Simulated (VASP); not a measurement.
# NiO2 (P6_3/mmc) in VASP: notebook

NiO2 is run at these levels: PBEsol; tasks: single point.

Everything below comes from runs of VASP 6.6.1. Logs are shortened: lines on timing, memory, paths and dates and some standing lists are left out, and cuts for length are marked.

## 1. The cell of the first run

It takes space group P6_3/mmc (No. 194, hexagonal). Conventional cell: a = 2.938 Å, b = 2.938 Å, c = 9.730 Å, α = 90.00°, β = 90.00°, γ = 120.00°. Ni (site symmetry -3m) has 6 O at 1.89 Å within 2.5 Å. Within 2.5 Å of O (site symmetry 3m) lie 3 Ni at 1.89 Å and 3 O at 2.38 Å.

## 2. Single point, PBEsol

INCAR reads:

```
ALGO     = Normal         # electronic algorithm
EDIFF    = 1E-6           # SCF threshold, eV
ENCUT    = 520            # plane-wave cutoff, eV
GGA      = PS             # functional
ISIF     = 2              # what is computed and relaxed
ISMEAR   = 0              # smearing method
LASPH    = T              # aspherical terms in the spheres
LCHARG   = F              # write CHGCAR
LREAL    = F              # projectors in reciprocal space
LWAVE    = F              # write WAVECAR
NBANDS   = 31             # bands
NELM     = 100            # most SCF steps
PREC     = Accurate       # precision mode
SIGMA    = 0.05           # smearing width, eV
```

KPOINTS reads:

```
k-points
0
Gamma
  12 12 4
```

POSCAR reads:

```
NiO2
1.0
    2.9382802205      0.0000000000      0.0000000000
   -1.4691401103      2.5446253144      0.0000000000
    0.0000000000      0.0000000000      9.7296534323
Ni O
2 4
Direct
    0.0000000000      0.0000000000      0.0000000000
    0.0000000000      0.0000000000      0.5000000000
    0.6666666667      0.3333333333      0.0860929541
    0.6666666667      0.3333333333      0.4139070459
    0.3333333333      0.6666666667      0.9139070459
    0.3333333333      0.6666666667      0.5860929541
```

Potentials or basis: VASP PAW PBE potentials, release 64 (Ni, O).

Command:

```
$ cat potpaw_PBE.64/Ni/POTCAR potpaw_PBE.64/O/POTCAR > POTCAR
$ mpirun -np 1 vasp_std > vasp.out
```

OUTCAR:

```text
EDIFF = 1E-6
   ENCUT = 520
   GGA = PS
   ISIF = 2
   ISMEAR = 0
   LASPH = T
   LREAL = F
   NELM = 100
   PREC = Accurate

 ion  position               nearest neighbor table
   1  0.000  0.000  0.000-   3 1.89   5 1.89   3 1.89   5 1.89   3 1.89   5 1.89
   2  0.000  0.000  0.500-   4 1.89   6 1.89   4 1.89   6 1.89   4 1.89   6 1.89
   3  0.667  0.333  0.086-   1 1.89   1 1.89   1 1.89
   4  0.667  0.333  0.414-   2 1.89   2 1.89   2 1.89
   5  0.333  0.667  0.914-   1 1.89   1 1.89   1 1.89
   6  0.333  0.667  0.586-   2 1.89   2 1.89   2 1.89

  LATTYP: Found a hexagonal cell.
 ALAT       =     2.9382802205
 C/A-ratio  =     3.3113429292

  Lattice vectors:

 A1 = (   2.9382802205,   0.0000000000,   0.0000000000)
 A2 = (  -1.4691401103,   2.5446253144,   0.0000000000)
 A3 = (   0.0000000000,   0.0000000000,   9.7296534323)

Analysis of symmetry for initial positions (statically):
=====================================================================
 Subroutine PRICEL returns:
 Original cell was already a primitive cell.

 Routine SETGRP: Setting up the symmetry group for a
 hexagonal supercell.

 Subroutine GETGRP returns: Found 24 space group operations
 (whereof 12 operations were pure point group operations)
 out of a pool of 24 trial point group operations.

The static configuration has the point symmetry D_3d.
 The point group associated with its full space group is D_6h.

Analysis of symmetry for dynamics (positions and initial velocities):
=====================================================================
 Subroutine PRICEL returns:
 Original cell was already a primitive cell.

 Routine SETGRP: Setting up the symmetry group for a
 hexagonal supercell.

 Subroutine GETGRP returns: Found 24 space group operations
 (whereof 12 operations were pure point group operations)
 out of a pool of 24 trial point group operations.

The dynamic configuration has the point symmetry D_3d.
 The point group associated with its full space group is D_6h.

 Subroutine INISYM returns: Found 24 space group operations
 (whereof 12 operations are pure point group operations),
 and found     1 'primitive' translations

----------------------------------------------------------------------------------------

                                     Primitive cell

  volume of cell :      72.7469

  direct lattice vectors                    reciprocal lattice vectors
     2.938280220  0.000000000  0.000000000     0.340335137  0.196492583  0.000000000
    -1.469140110  2.544625314  0.000000000     0.000000000  0.392985165  0.000000000
     0.000000000  0.000000000  9.729653432     0.000000000  0.000000000  0.102778584

  length of vectors
     2.938280220  2.938280221  9.729653432     0.392985165  0.392985165  0.102778584

  position of ions in fractional coordinates (direct lattice)
     0.000000000  0.000000000  0.000000000
     0.000000000  0.000000000  0.500000000
     0.666666667  0.333333333  0.086092954
     0.666666667  0.333333333  0.413907046
     0.333333333  0.666666667  0.913907046
     0.333333333  0.666666667  0.586092954

  ion indices of the primitive-cell ions
   primitive index   ion index
                 1           1
                 2           2
                 3           3
                 4           4
                 5           5
                 6           6

----------------------------------------------------------------------------------------

 KPOINTS: k-points

Automatic generation of k-mesh.
 Grid dimensions read from file:
 generate k-points for:   12   12    4

 Generating k-lattice:

  Cartesian coordinates                     Fractional coordinates (reciprocal lattice)
     0.028361261  0.016374382  0.000000000     0.083333333  0.000000000  0.000000000
     0.000000000  0.032748764  0.000000000     0.000000000  0.083333333  0.000000000
     0.000000000  0.000000000  0.025694646     0.000000000  0.000000000  0.250000000

  Length of vectors
     0.032748764  0.032748764  0.025694646

  Shift w.r.t. Gamma in fractional coordinates (k-lattice)
     0.000000000  0.000000000  0.000000000

 Subroutine IBZKPT returns following result:
 ===========================================

 Found     57 irreducible k-points:

 Following reciprocal coordinates:
            Coordinates               Weight
  0.000000  0.000000  0.000000      1.000000
  0.083333 -0.000000  0.000000      6.000000
  0.166667 -0.000000  0.000000      6.000000
  0.250000 -0.000000  0.000000      6.000000
  0.333333 -0.000000  0.000000      6.000000
  0.416667 -0.000000  0.000000      6.000000
[... 16 lines left out ...]
  0.250000 -0.000000  0.250000     12.000000
  0.333333 -0.000000  0.250000     12.000000
 [... further k-points ...]
   k-points           NKPTS =     57   k-points in BZ     NKDIM =     57   number of bands    NBANDS=     31
   number of dos      NEDOS =    301   number of ions     NIONS =      6
   total plane-waves  NPLWV =  41472
   dimension x,y,z NGX =    24 NGY =   24 NGZ =   72
   dimension x,y,z NGXF=    48 NGYF=   48 NGZF=  144
   ions per type =               2   4
   NGX,Y,Z   is equivalent  to a cutoff of  13.58, 13.58, 12.30 a.u.
   NGXF,Y,Z  is equivalent  to a cutoff of  27.16, 27.16, 24.60 a.u.
 SYSTEM =  unknown system
   PREC   = accura    normal or accurate (medium, high low for compatibility)
   ISTART =      0    job   : 0-new  1-cont  2-samecut
   ICHARG =      2    charge: 1-file 2-atom 10-const
   ISPIN  =      1    spin polarized calculation?
   LNONCOLLINEAR =      F non collinear calculations
   LSORBIT =      F    spin-orbit coupling
   LASPH  =      T    aspherical Exc in radial PAW
   ENCUT  =  520.0 eV  38.22 Ry    6.18 a.u.   5.46  5.46 18.09*2*pi/ulx,y,z
   NELM   =    100;   NELMIN=  2; NELMDL= -5     # of ELM steps
   EDIFF  = 0.1E-05   stopping-criterion for ELM
   LREAL  =      F    real-space projection
   EDIFFG = 0.1E-04   stopping-criterion for IOM
   NSW    =      0    number of steps for IOM
   IBRION =     -1    ionic relax: 0-MD 1-quasi-New 2-CG
   NFREE  =      0    steps in history (QN), initial steepest desc. (CG)
   ISIF   =      2    stress and relaxation
   ISYM   =      2    0-nonsym 1-usesym 2-fastsym
   POTIM  = 0.5000    time-step for ionic-motion
   TEBEG  =    0.0;   TEEND  =   0.0 temperature during run
   PSTRESS=    0.0 pullay stress
   NELECT =      44.0000    total number of electrons
   NUPDOWN=      -1.0000    fix difference up-down
   EMIN   =  10.00;   EMAX   =-10.00  energy-range for DOS
   EFERMI =   0.00;   METHOD = LEGACY
   ISMEAR =     0;   SIGMA  =   0.05  broadening in eV -4-tet -1-fermi 0-gaus
   EFERMI_NEDOS =   21; number of points for ismear=-14 and -15
   IALGO  =     38    algorithm
   IMIX   =      4    mixing-type and parameters
     AMIX     =   0.40;   BMIX     =  1.00
     AMIX_MAG =   1.60;   BMIX_MAG =  1.00
  volume/ion in A,a.u.               =      12.12        81.82
  Fermi-wavevector in a.u.,A,eV,Ry     =   1.384483  2.616293 26.079549  1.916793
  Thomas-Fermi vector in A             =   2.508983
   LORBIT       =      0    0 simple, 1 ext, 2 COOP (PROOUT), +10 PAW based schemes
   GGA     = PS    functional components
   LHFCALC =     F    Hartree Fock is set to
   AEXX    =    0.0000 exact exchange contribution
   IVDW    =     0    specifies the selected vdW correction
   LEPSILON=     F    determine dielectric tensor
   LRPA    =     F    only Hartree local field effects (RPA)
 non-spin polarized calculation
 Gauss-broadening in eV      SIGMA  =   0.05
  energy-cutoff  :      520.00
  volume of cell :       72.75
 maximum number of plane-waves:      2016
 NGX is ok and might be reduce to    24
   NGX = 11   NGY = 11   NGZ = 37

 number of electron      44.0000005 magnetization

 Free energy of the ion-electron system (eV)
  ---------------------------------------------------
  ext. energy  EPLUGINS =         0.00000000
  ---------------------------------------------------
  free energy    TOTEN  =       -37.07818857 eV

  energy without entropy =      -37.07818857  energy(sigma->0) =      -37.07818857

 E-fermi :   1.6438     XC(G=0):  -9.9510

 val. band max:        1.3855249793   @ k =   0.0833  -0.0000   0.0000
 cond. band min:       2.1006717055   @ k =   0.3333  -0.0000   0.0000
 fundamental gap:      0.7151467262
 Fermi energy:         1.6437936506

 k-point     1 :       0.0000    0.0000    0.0000
  band No.  band energies     occupation
      1     -18.1072      2.00000
      2     -18.0666      2.00000
      3     -15.3809      2.00000
      4     -15.3002      2.00000
      5      -4.4352      2.00000
      6      -4.4352      2.00000
[... 23 lines left out ...]
     30      11.9242      0.00000
     31      14.1305      0.00000

 k-point     2 :       0.0833   -0.0000    0.0000
  band No.  band energies     occupation
      1     -18.0260      2.00000
      2     -17.9856      2.00000
      3     -15.4029      2.00000
      4     -15.3248      2.00000
      5      -4.4554      2.00000
      6      -4.4250      2.00000
[... 23 lines left out ...]
     30      12.1764      0.00000
     31      14.3835      0.00000

 k-point     3 :       0.1667   -0.0000    0.0000
  band No.  band energies     occupation
      1     -17.7931      2.00000
      2     -17.7536      2.00000
      3     -15.4676      2.00000
      4     -15.3973      2.00000
      5      -4.4816      2.00000
      6      -4.4000      2.00000
[... 23 lines left out ...]
     30      12.8214      0.00000
     31      14.9504      0.00000

 k-point     4 :       0.2500   -0.0000    0.0000
  band No.  band energies     occupation
      1     -17.4425      2.00000
      2     -17.4038      2.00000
      3     -15.5742      2.00000
      4     -15.5138      2.00000
      5      -4.4858      2.00000
      6      -4.3584      2.00000
[... 23 lines left out ...]
     30      13.5960      0.00000
     31      14.9255      0.00000

 k-point     5 :       0.3333   -0.0000    0.0000
  band No.  band energies     occupation
      1     -17.0297      2.00000
      2     -16.9916      2.00000
      3     -15.7226      2.00000
      4     -15.6718      2.00000
      5      -4.6294      2.00000
      6      -4.5079      2.00000
[... 23 lines left out ...]
     30      14.1766      0.00000
     31      14.5182      0.00000
[... 542 lines left out ...]
     30      12.0421      0.00000
     31      14.4555      0.00000

 k-point    22 :       0.1667   -0.0000    0.2500
  band No.  band energies     occupation
      1     -17.7874      2.00000
      2     -17.7594      2.00000
      3     -15.4572      2.00000
      4     -15.4075      2.00000
      5      -4.4716      2.00000
      6      -4.4143      2.00000
[... 23 lines left out ...]
     30      12.6551      0.00000
     31      15.0029      0.00000

 k-point    23 :       0.2500   -0.0000    0.2500
  band No.  band energies     occupation
      1     -17.4370      2.00000
      2     -17.4096      2.00000
      3     -15.5653      2.00000
      4     -15.5225      2.00000
      5      -4.4694      2.00000
      6      -4.3798      2.00000
[... 23 lines left out ...]
     30      13.3842      0.00000
     31      15.1241      0.00000

 k-point    24 :       0.3333   -0.0000    0.2500
  band No.  band energies     occupation
      1     -17.0243      2.00000
      2     -16.9974      2.00000
      3     -15.7150      2.00000
      4     -15.6790      2.00000
      5      -4.6127      2.00000
      6      -4.5269      2.00000
[... 23 lines left out ...]
     30      13.9199      0.00000
     31      14.7768      0.00000

 [... further k-points ...]

------------------------ aborting loop because EDIFF is reached ----------------------------------------

  FORCE on cell =-STRESS in cart. coord.  units (eV):
  Direction    XX          YY          ZZ          XY          YZ          ZX
  --------------------------------------------------------------------------------------
  -------------------------------------------------------------------------------------
  Total       -6.3052541     -6.3052541      1.5745204      0.0000000      0.0000000      0.0000000
  in kB     -138.8669036   -138.8669036     34.6772334      0.0000000      0.0000000      0.0000000
  external PRESSURE =     -81.0188580 kB  Pullay stress =       0.0000000 kB

 VOLUME and BASIS-vectors are now :
 -----------------------------------------------------------------------------
  energy-cutoff  :      520.00
  volume of cell :       72.75
      direct lattice vectors                 reciprocal lattice vectors
     2.938280220  0.000000000  0.000000000     0.340335137  0.196492583  0.000000000
    -1.469140110  2.544625314  0.000000000     0.000000000  0.392985165  0.000000000
     0.000000000  0.000000000  9.729653432     0.000000000  0.000000000  0.102778584

 POSITION                                       TOTAL-FORCE (eV/Angst)
 -----------------------------------------------------------------------------------
      0.00000      0.00000      0.00000         0.000000      0.000000     -0.000000
      0.00000      0.00000      4.86483         0.000000      0.000000     -0.000000
      1.46914      0.84821      0.83765         0.000000     -0.000000      0.445890
      1.46914      0.84821      4.02717        -0.000000     -0.000000     -0.445890
     -0.00000      1.69642      8.89200        -0.000000      0.000000     -0.445890
     -0.00000      1.69642      5.70248        -0.000000      0.000000      0.445890
 -----------------------------------------------------------------------------------
    total drift:                               -0.000000      0.000000      0.000000

  FREE ENERGIE OF THE ION-ELECTRON SYSTEM (eV)
  ---------------------------------------------------
  free  energy   TOTEN  =       -37.0781885734 eV

  energy  without entropy=      -37.0781885734  energy(sigma->0) =      -37.07818857
```

Wall time 4.2 min (1 thread of Intel Xeon 8259CL, shared host); peak memory 0.25 GiB.

Results:

```yaml
Free_energy: -37.0782 eV
Pressure: -8.1 GPa
Largest_force: 0.446 eV/Å
Band_gap_on_the_k_mesh: 0.72 eV (least direct gap 0.98 eV)
```

Forces in eV/Å, atoms in the order of the input:
```
Ni   0.000  0.000  0.000
Ni   0.000  0.000  0.000
O    0.000  0.000  0.446
O    0.000  0.000 -0.446
O    0.000  0.000 -0.446
O    0.000  0.000  0.446
```

Stress tensor (GPa, compression positive):
```
-13.89   0.00   0.00
  0.00 -13.89   0.00
  0.00   0.00   3.47
```

Caveat: the stress differs along the axes, from -14 to 3 GPa; semilocal functionals underestimate gaps, and a narrow one can read as zero; the PAW data sets were made with another functional, which shifts forces and pressure a little; the run has no spin polarisation, though such a crystal can be magnetic. A k mesh can miss the band edges.

(Continued in part 2 of 2.)
